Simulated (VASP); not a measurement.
# BC63 (a cell with a defect) (diamond) in VASP: single point with PBE

Aim: the single point of BC63 (a cell with a defect) (diamond) with PBE.

Everything below comes from runs of VASP 6.6.1. Logs are shortened: lines on timing, memory, paths and dates and some standing lists are left out, and cuts for length are marked.

### Step 1. The cell of the first run

The cell holds a defect, 64 atoms: a = 7.143 Å, b = 7.143 Å, c = 7.143 Å, α = 90.00°, β = 90.00°, γ = 90.00°.

### Step 2. Single point, PBE

INCAR reads:

```
ALGO     = Normal         # electronic algorithm
EDIFF    = 1E-6           # SCF threshold, eV
ENCUT    = 520            # plane-wave cutoff, eV
GGA      = PE             # functional
ISIF     = 2              # what is computed and relaxed
ISMEAR   = 0              # smearing method
LASPH    = True           # aspherical terms in the spheres
LCHARG   = True           # write CHGCAR
LELF     = True           # ELF
LREAL    = Auto         
LVHAR    = True         
LWAVE    = False          # write WAVECAR
NBANDS   = 166            # bands
NELECT   = 256.0        
NELM     = 60             # most SCF steps
PREC     = Accurate       # precision mode
SIGMA    = 0.01           # smearing width, eV
```

KPOINTS reads:

```
k-points
0
Gamma
  2 2 2
```

POSCAR reads:

```
BC63
1.0
    7.1433410209      0.0000000000      0.0000000000
    0.0000000000      7.1433410209      0.0000000000
    0.0000000000      0.0000000000      7.1433410209
B C
1 63
Direct
    0.0000000000      0.0000000000      0.0000000000
    0.0000000000      0.0000000000      0.5000000000
    0.0000000000      0.5000000000      0.0000000000
    0.0000000000      0.5000000000      0.5000000000
    0.5000000000      0.0000000000      0.0000000000
    0.5000000000      0.0000000000      0.5000000000
    0.5000000000      0.5000000000      0.0000000000
    0.5000000000      0.5000000000      0.5000000000
    0.0013251628      0.2505621711      0.2505621711
   -0.0013251628      0.2505621711      0.7494378289
   -0.0013251628      0.7494378289      0.2505621711
    0.0013251628      0.7494378289      0.7494378289
    0.5001918175      0.2498822531      0.2498822531
    0.4998081825      0.2498822531      0.7501177469
    0.4998081825      0.7501177469      0.2498822531
    0.5001918175      0.7501177469      0.7501177469
    0.2505621711      0.0013251628      0.2505621711
    0.2505621711     -0.0013251628      0.7494378289
    0.2498822531      0.5001918175      0.2498822531
    0.2498822531      0.4998081825      0.7501177469
    0.7494378289     -0.0013251628      0.2505621711
    0.7494378289      0.0013251628      0.7494378289
    0.7501177469      0.4998081825      0.2498822531
    0.7501177469      0.5001918175      0.7501177469
    0.2505621711      0.2505621711      0.0013251628
    0.2498822531      0.2498822531      0.5001918175
    0.2505621711      0.7494378289     -0.0013251628
    0.2498822531      0.7501177469      0.4998081825
    0.7494378289      0.2505621711     -0.0013251628
    0.7501177469      0.2498822531      0.4998081825
    0.7494378289      0.7494378289      0.0013251628
    0.7501177469      0.7501177469      0.5001918175
    0.1279776051      0.1279776051      0.1279776051
    0.1248444984      0.1248444984      0.6253105692
    0.1248444984      0.6253105692      0.1248444984
    0.1245788694      0.6244301850      0.6244301850
    0.6253105692      0.1248444984      0.1248444984
    0.6244301850      0.1245788694      0.6244301850
    0.6244301850      0.6244301850      0.1245788694
    0.6251662441      0.6251662441      0.6251662441
    0.1245788694      0.3755698150      0.3755698150
    0.1248444984      0.3746894308      0.8751555016
    0.1248444984      0.8751555016      0.3746894308
    0.1279776051      0.8720223949      0.8720223949
    0.6251662441      0.3748337559      0.3748337559
    0.6244301850      0.3755698150      0.8754211306
    0.6244301850      0.8754211306      0.3755698150
    0.6253105692      0.8751555016      0.8751555016
    0.3755698150      0.1245788694      0.3755698150
    0.3746894308      0.1248444984      0.8751555016
    0.3748337559      0.6251662441      0.3748337559
    0.3755698150      0.6244301850      0.8754211306
    0.8751555016      0.1248444984      0.3746894308
    0.8720223949      0.1279776051      0.8720223949
    0.8754211306      0.6244301850      0.3755698150
    0.8751555016      0.6253105692      0.8751555016
    0.3755698150      0.3755698150      0.1245788694
    0.3748337559      0.3748337559      0.6251662441
    0.3746894308      0.8751555016      0.1248444984
    0.3755698150      0.8754211306      0.6244301850
    0.8751555016      0.3746894308      0.1248444984
    0.8754211306      0.3755698150      0.6244301850
    0.8720223949      0.8720223949      0.1279776051
    0.8751555016      0.8751555016      0.6253105692
```

Potentials or basis: VASP PAW PBE potentials, release 64 (B, C).

Started as:

```sh
cat potpaw_PBE.64/B/POTCAR potpaw_PBE.64/C/POTCAR > POTCAR
mpirun -np 1 vasp_std > vasp.out
```

OUTCAR:

```text
EDIFF = 1E-6
   ENCUT = 520
   GGA = PE
   ISIF = 2
   ISMEAR = 0
   LASPH = True
   LREAL = Auto
   NELECT = 256.0
   NELM = 60
   PREC = Accurate

 ion  position               nearest neighbor table
   1  0.000  0.000  0.000-  33 1.58  44 1.58  54 1.58  63 1.58
   2  0.000  0.000  0.500-  34 1.55  43 1.55  53 1.55  64 1.55
   3  0.000  0.500  0.000-  35 1.55  42 1.55  56 1.55  61 1.55
   4  0.000  0.500  0.500-  36 1.54  41 1.54  55 1.54  62 1.54
   5  0.500  0.000  0.000-  37 1.55  48 1.55  50 1.55  59 1.55
   6  0.500  0.000  0.500-  38 1.54  47 1.54  49 1.54  60 1.54
[... 56 lines left out ...]
  63  0.872  0.872  0.128-  11 1.53  21 1.53  31 1.53   1 1.58
  64  0.875  0.875  0.625-   2 1.55  32 1.55  22 1.55  12 1.55

  LATTYP: Found a simple cubic cell.
 ALAT       =     7.1433410209

  Lattice vectors:

 A1 = (   7.1433410209,   0.0000000000,   0.0000000000)
 A2 = (   0.0000000000,   7.1433410209,   0.0000000000)
 A3 = (   0.0000000000,   0.0000000000,   7.1433410209)

Analysis of symmetry for initial positions (statically):
=====================================================================
 Subroutine PRICEL returns:
 Original cell was already a primitive cell.

 Routine SETGRP: Setting up the symmetry group for a
 simple cubic supercell.

 Subroutine GETGRP returns: Found 24 space group operations
 (whereof 24 operations were pure point group operations)
 out of a pool of 48 trial point group operations.

The static configuration has the point symmetry T_d .

Analysis of symmetry for dynamics (positions and initial velocities):
=====================================================================
 Subroutine PRICEL returns:
 Original cell was already a primitive cell.

 Routine SETGRP: Setting up the symmetry group for a
 simple cubic supercell.

 Subroutine GETGRP returns: Found 24 space group operations
 (whereof 24 operations were pure point group operations)
 out of a pool of 48 trial point group operations.

The dynamic configuration has the point symmetry T_d .

 Subroutine INISYM returns: Found 24 space group operations
 (whereof 24 operations are pure point group operations),
 and found     1 'primitive' translations

----------------------------------------------------------------------------------------

[... 194 lines left out ...]
   NELM   =     60;   NELMIN=  2; NELMDL= -5     # of ELM steps
   EDIFF  = 0.1E-05   stopping-criterion for ELM
   LREAL  =      T    real-space projection
   EDIFFG = 0.1E-04   stopping-criterion for IOM
   NSW    =      0    number of steps for IOM
[... 5 lines left out ...]
   TEBEG  =    0.0;   TEEND  =   0.0 temperature during run
   PSTRESS=    0.0 pullay stress
   NELECT =     256.0000    total number of electrons
   NUPDOWN=      -1.0000    fix difference up-down
   EMIN   =  10.00;   EMAX   =-10.00  energy-range for DOS
   EFERMI =   0.00;   METHOD = LEGACY
   ISMEAR =     0;   SIGMA  =   0.01  broadening in eV -4-tet -1-fermi 0-gaus
   EFERMI_NEDOS =   21; number of points for ismear=-14 and -15
   IALGO  =     38    algorithm
   IMIX   =      4    mixing-type and parameters
     AMIX     =   0.40;   BMIX     =  1.00
     AMIX_MAG =   1.60;   BMIX_MAG =  1.00
  volume/ion in A,a.u.               =       5.70        38.43
  Fermi-wavevector in a.u.,A,eV,Ry     =   1.455191  2.749913 28.811450  2.117582
  Thomas-Fermi vector in A             =   2.572255
   LORBIT       =      0    0 simple, 1 ext, 2 COOP (PROOUT), +10 PAW based schemes
   GGA     = PE    functional components
   LHFCALC =     F    Hartree Fock is set to
   AEXX    =    0.0000 exact exchange contribution
   IVDW    =     0    specifies the selected vdW correction
   LEPSILON=     F    determine dielectric tensor
   LRPA    =     F    only Hartree local field effects (RPA)
 non-spin polarized calculation
 Gauss-broadening in eV      SIGMA  =   0.01
  energy-cutoff  :      520.00
  volume of cell :      364.51
 maximum number of plane-waves:      9890
 NGX is ok and might be reduce to    54
   NGX = 27   NGY = 27   NGZ = 27

 number of electron     255.9999986 magnetization

 Free energy of the ion-electron system (eV)
  ---------------------------------------------------
  ext. energy  EPLUGINS =         0.00000000
  ---------------------------------------------------
  free energy    TOTEN  =      -568.80128098 eV

  energy without entropy =     -568.80128098  energy(sigma->0) =     -568.80128098

 E-fermi :   9.9012     XC(G=0): -13.2418

 val. band max:        9.8218628483   @ k =   0.0000   0.0000   0.0000
 cond. band min:      13.7562890662   @ k =   0.5000   0.0000   0.0000
 fundamental gap:      3.9344262179
 Fermi energy:         9.9011620876

 k-point     1 :       0.0000    0.0000    0.0000
  band No.  band energies     occupation
      1     -11.8045      2.00000
      2      -9.6179      2.00000
      3      -9.6179      2.00000
      4      -9.5440      2.00000
      5      -9.5440      2.00000
      6      -9.5440      2.00000
[... 561 lines left out ...]
    139      15.6211      0.00000
    140      15.6269      0.00000
 [bands above 140 left out]

------------------------ aborting loop because EDIFF is reached ----------------------------------------

  FORCE on cell =-STRESS in cart. coord.  units (eV):
  Direction    XX          YY          ZZ          XY          YZ          ZX
  --------------------------------------------------------------------------------------
  -------------------------------------------------------------------------------------
  Total       20.4034707     20.4034707     20.4034707      0.0000000     -0.0000000      0.0000000
  in kB       89.6830730     89.6830730     89.6830730      0.0000000     -0.0000000      0.0000000
  external PRESSURE =      89.6830730 kB  Pullay stress =       0.0000000 kB

 VOLUME and BASIS-vectors are now :
 -----------------------------------------------------------------------------
  energy-cutoff  :      520.00
  volume of cell :      364.51
      direct lattice vectors                 reciprocal lattice vectors
     7.143341021  0.000000000  0.000000000     0.139990517  0.000000000  0.000000000
     0.000000000  7.143341021  0.000000000     0.000000000  0.139990517  0.000000000
     0.000000000  0.000000000  7.143341021     0.000000000  0.000000000  0.139990517

 POSITION                                       TOTAL-FORCE (eV/Angst)
 -----------------------------------------------------------------------------------
      0.00000      0.00000      0.00000        -0.000000      0.000000     -0.000000
      0.00000      0.00000      3.57167        -0.000000      0.000000      0.000000
      0.00000      3.57167      0.00000        -0.000000      0.000000     -0.000000
      0.00000      3.57167      3.57167        -0.000000      0.000000      0.000000
      3.57167      0.00000      0.00000        -0.000000      0.000000     -0.000000
      3.57167      0.00000      3.57167        -0.000000      0.000000      0.000000
[... 56 lines left out ...]
      6.22915      6.22915      0.91419         0.004651      0.004651     -0.004651
      6.25153      6.25153      4.46681         0.003956      0.003956     -0.003113
 -----------------------------------------------------------------------------------
    total drift:                                0.000000      0.000000      0.000000

  FREE ENERGIE OF THE ION-ELECTRON SYSTEM (eV)
  ---------------------------------------------------
  free  energy   TOTEN  =      -568.8012809825 eV

  energy  without entropy=     -568.8012809825  energy(sigma->0) =     -568.80128098
```

It took 10 min on 1 thread of Intel Xeon Platinum 8259CL at 2.50GHz (Skylake/Cascade Lake), shared host; peak memory 0.45 GiB.

What came out:

```yaml
Free_energy: -568.8013 eV
Largest_force: 0.010 eV/Å
```

Forces in eV/Å, atoms in the order of the input:
```
B    0.000  0.000  0.000
C    0.000  0.000  0.000
C    0.000  0.000  0.000
C    0.000  0.000  0.000
C    0.000  0.000  0.000
C    0.000  0.000  0.000
C    0.000  0.000  0.000
C    0.000  0.000  0.000
C   -0.006  0.001  0.001
C    0.006  0.001 -0.001
C    0.006 -0.001  0.001
C   -0.006 -0.001 -0.001
C    0.003 -0.002 -0.002
C   -0.003 -0.002  0.002
C   -0.003  0.002 -0.002
C    0.003  0.002  0.002
C    0.001 -0.006  0.001
C    0.001  0.006 -0.001
C   -0.002  0.003 -0.002
C   -0.002 -0.003  0.002
C   -0.001  0.006  0.001
C   -0.001 -0.006 -0.001
C    0.002 -0.003 -0.002
C    0.002  0.003  0.002
C    0.001  0.001 -0.006
C   -0.002 -0.002  0.003
C    0.001 -0.001  0.006
C   -0.002  0.002 -0.003
C   -0.001  0.001  0.006
C    0.002 -0.002 -0.003
C   -0.001 -0.001 -0.006
C    0.002  0.002  0.003
C   -0.005 -0.005 -0.005
C   -0.004 -0.004 -0.003
C   -0.004 -0.003 -0.004
C   -0.008 -0.005 -0.005
C   -0.003 -0.004 -0.004
C   -0.005 -0.008 -0.005
C   -0.005 -0.005 -0.008
C   -0.004 -0.004 -0.004
C   -0.008  0.005  0.005
C   -0.004  0.003  0.004
C   -0.004  0.004  0.003
C   -0.005  0.005  0.005
C   -0.004  0.004  0.004
C   -0.005  0.005  0.008
C   -0.005  0.008  0.005
C   -0.003  0.004  0.004
C    0.005 -0.008  0.005
C    0.003 -0.004  0.004
C    0.004 -0.004  0.004
C    0.005 -0.005  0.008
C    0.004 -0.004  0.003
C    0.005 -0.005  0.005
C    0.008 -0.005  0.005
C    0.004 -0.003  0.004
C    0.005  0.005 -0.008
C    0.004  0.004 -0.004
C    0.003  0.004 -0.004
C    0.005  0.008 -0.005
C    0.004  0.003 -0.004
C    0.008  0.005 -0.005
C    0.005  0.005 -0.005
C    0.004  0.004 -0.003
```

Caveat: the k points lie up to 0.44 Å⁻¹ apart; the cell carries a net charge on a neutralising background, which shifts energy and pressure; the cell is charged against a uniform background, so pressure and absolute levels hang on convention.
